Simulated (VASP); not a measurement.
A run of VASP 6.6.1 is set up as follows.

INCAR

```
SYSTEM = GaAs
ALGO     = Normal         ! electronic algorithm
EDIFF    = 1E-7           ! SCF threshold, eV
ENCUT    = 520            ! plane-wave cutoff, eV
GGA      = PE             ! functional
ISIF     = 2              ! what is computed and relaxed
ISMEAR   = 0              ! smearing method
IVDW     = 12             ! dispersion correction
LASPH    = .TRUE.         ! aspherical terms in the spheres
LCHARG   = .FALSE.        ! write CHGCAR
LREAL    = .FALSE.        ! projectors in reciprocal space
LWAVE    = .FALSE.        ! write WAVECAR
NBANDS   = 16             ! bands
NELM     = 100            ! most SCF steps
PREC     = Accurate       ! precision mode
SIGMA    = 0.05           ! smearing width, eV
```

KPOINTS

```
k-points
0
G
  6 6 6
  0 0 0
```

Contents of POSCAR:

```
GaAs
1.0
    0.0000000000      2.8135433318      2.8135433318
    2.8135433318      0.0000000000      2.8135433318
    2.8135433318      2.8135433318      0.0000000000
Ga As
1 1
Direct
    0.0000000000      0.0000000000      0.0000000000
    0.2500000000      0.2500000000      0.2500000000
```

Potentials or basis: VASP PAW PBE potentials, release 64 (Ga_d, As).

The run is started by

```bash
$ cat potpaw_PBE.64/Ga_d/POTCAR potpaw_PBE.64/As/POTCAR > POTCAR
$ mpirun -np 1 vasp_std > vasp.out
```

(1) Predict the dispersion energy per atom.

(2) What does it give for the pressure?

(3) Predict the band gap on the k mesh.

## Answers

(1) -0.330 eV.

(2) 2.0 GPa.

(3) 0.63 eV, direct.
